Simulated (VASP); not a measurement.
Write the native input for VASP 6.6.1 that does the following.

```
Task                   : single point
Functional             : PBE
Potentials or basis    : VASP PAW PBE potentials, release 64 (Al, Si, F)
Cutoff                 : 600 eV
k mesh                 : 4 × 4 × 2
Occupations            : gaussian, width 0.15 eV
Spin                   : no spin polarisation
Dipole correction      : no
Further INCAR settings : ALGO = Normal; EDIFF = 1e-06; NBANDS = 21
```

The structure of Al3Si2F lies in POSCAR:

```
Al3Si2F
1.0
    3.6550885915      0.0000000000      0.0000000000
   -1.8275442957      3.1653995733      0.0000000000
    0.0000000000      0.0000000000      8.6275010763
Al Si F
3 2 1
Direct
    0.3333333333      0.6666666667      0.1504976561
    0.6666666667      0.3333333333      0.8495023439
    0.0000000000      0.0000000000      0.5000000000
    0.6666666667      0.3333333333      0.3262711173
    0.3333333333      0.6666666667      0.6737288827
    0.0000000000      0.0000000000      0.0000000000
```

One way to write it, as run:

INCAR

```
SYSTEM = Al3Si2F
PREC = Accurate
ENCUT = 600
EDIFF = 1E-6
ISMEAR = 0
SIGMA = 0.15
LREAL = .False.
LASPH = .True.
NELM = 120
ALGO = Normal
ISIF = 2
LWAVE = .False.
LCHARG = .False.
GGA = PE
NBANDS = 21
GGA_COMPAT = .False.
```

KPOINTS

```
regular mesh
0
Gamma
  4 4 2
  0 0 0
```

Potentials or basis: VASP PAW PBE potentials, release 64 (Al, Si, F).

Command:

```sh
$ cat potpaw_PBE.64/Al/POTCAR potpaw_PBE.64/Si/POTCAR potpaw_PBE.64/F/POTCAR > POTCAR
$ mpirun -np 1 vasp_std > vasp.out
```

It gave:

```json
{
 "Pressure": "0.5 GPa",
 "Largest force": "0.027 eV/Å",
 "Band gap on the k mesh": "zero (band 12 reaches 8.13 eV, above the bottom of band 13 at 5.99 eV)"
}
```

Caveat: the k points lie up to 0.50 Å⁻¹ apart.

Wall time 13 s on 1 thread of Intel(R) Xeon(R) Platinum 8559C (Emerald Rapids), on a shared host, peak memory 0.23 GiB.
